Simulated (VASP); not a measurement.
## KRb2BrF6: single point with r2SCAN

The system is KRb2BrF6.

```xyz
10
Lattice="0.0000 4.7318 4.7318 4.7318 0.0000 4.7318 4.7318 4.7318 0.0000" Properties=species:S:1:pos:R:3 pbc="T T T"
F     2.2240    4.7318    4.7318
F     4.7318    2.2240    4.7318
F     7.2397    4.7318    4.7318
F     4.7318    7.2397    4.7318
F     4.7318    4.7318    2.2240
F     4.7318    4.7318    7.2397
K     4.7318    4.7318    4.7318
Rb    2.3659    2.3659    2.3659
Rb    7.0977    7.0977    7.0977
Br    0.0000    0.0000    0.0000
```

```
Program                : VASP 6.6.1
Task                   : single point
Functional             : r2SCAN
Potentials or basis    : VASP PAW PBE potentials, release 64 (F, K_sv, Rb_sv, Br)
Cutoff                 : 520 eV
k mesh                 : 6 × 6 × 6
Occupations            : fermi-dirac, width 0.1 eV
Spin                   : no spin polarisation
Dipole correction      : no
Further INCAR settings : ALGO = Normal; EDIFF = 1e-06; NBANDS = 49
```

The pressure is -2.0 GPa and the largest force is 0.176 eV/Å. The band gap on the k mesh is zero (bands 38 and 39 overlap by 0.11 eV).

Forces on the atoms (eV/Å):
```
F   -0.176  0.000  0.000
F    0.000 -0.176  0.000
F    0.176  0.000  0.000
F    0.000  0.176  0.000
F    0.000  0.000 -0.176
F    0.000  0.000  0.176
K    0.000  0.000  0.000
Rb   0.000  0.000  0.000
Rb   0.000  0.000  0.000
Br   0.000  0.000  0.000
```

Levels at points of the mesh, in eV from the Fermi level:
```tsv
k point	band 34	band 35	band 36	band 37	band 38	band 39	band 40	band 41
(0.00, 0.00, 0.00)	-3.31	-3.17	-3.17	-3.17	0.10	0.10	0.10	4.34
(0.50, 0.00, 0.00)	-3.29	-3.29	-3.26	-2.93	-0.10	0.05	0.05	6.11
(0.50, 0.50, 0.00)	-3.43	-3.43	-3.18	-3.18	0.16	0.16	0.19	6.00
```

Run time: 18 min on 1 thread of Oxide Virtual Turin-like Processor, on a shared host, peak memory 0.44 GiB.

Caveat: the PAW data sets were made with another functional, which shifts forces and pressure a little.
